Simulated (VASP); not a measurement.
Write the native input for VASP 6.6.1 that does the following.

```
Task                   : relaxation of cell and atoms
Functional             : PBE
Potentials or basis    : VASP PAW PBE potentials, release 64 (Zr_sv, C)
Cutoff                 : 600 eV
k mesh                 : 6 × 6 × 4
Occupations            : gaussian, width 0.1 eV
Spin                   : no spin polarisation
Dipole correction      : no
Further INCAR settings : ALGO = Normal; EDIFF = 1e-07; IBRION = 2; EDIFFG = -0.04; NSW = 90; ISIF = 3
```

The structure of ZrC3 lies in POSCAR:

```
ZrC3
1.0
    3.5465272883      0.0000000000      0.0000000000
   -1.7732636441      3.0713827269      0.0000000000
    0.0000000000      0.0000000000      3.7429915258
Zr C
1 3
Direct
    0.0000000000      0.0000000000      0.0000000000
    0.0000000000      0.0000000000      0.5000000000
    0.3333333333      0.6666666667      0.0000000000
    0.6666666667      0.3333333333      0.0000000000
```

One way to write it, as run:

INCAR

```
PREC = Accurate ; ENCUT = 600
EDIFF = 1E-7 ; ISMEAR = 0
SIGMA = 0.1 ; LREAL = False
LASPH = True ; NELM = 120
ALGO = Normal ; ISIF = 3
LWAVE = False ; LCHARG = False
GGA = PE ; IBRION = 2
NSW = 90 ; EDIFFG = -0.04
GGA_COMPAT = False ; NELMIN = 4
```

KPOINTS

```
regular mesh
0
Gamma
  6 6 4
```

Potentials or basis: VASP PAW PBE potentials, release 64 (Zr_sv, C).

Command:

```sh
$ cat potpaw_PBE.64/Zr_sv/POTCAR potpaw_PBE.64/C/POTCAR > POTCAR
$ mpirun -np 1 vasp_std > vasp.out
```

It gave:

```
Relaxed volume                        : 15.35 Å³/atom
Relaxed cell                          : a = 4.019 Å, b = 4.019 Å, c = 4.388 Å, α = 90.00°, β = 90.00°, γ = 120.00°
Space group after relaxing (to 0.1 Å) : P6/mmm (No. 191)
Energy gained by relaxing             : 1043.0 meV/atom
Ionic steps                           : 6
Pressure after relaxing               : 0.0 GPa
Band gap on the k mesh                : zero (bands 12 and 13 overlap by 1.09 eV)
```

Caveat: the k points lie up to 0.36 Å⁻¹ apart in the final cell, too coarse for converged energies and pressures of a metal; the volume moved by over 15 % at a fixed basis, so the end points are rough.

It took 3.5 min on 1 thread of Intel Xeon 8259CL (shared host), peak memory 0.17 GiB.
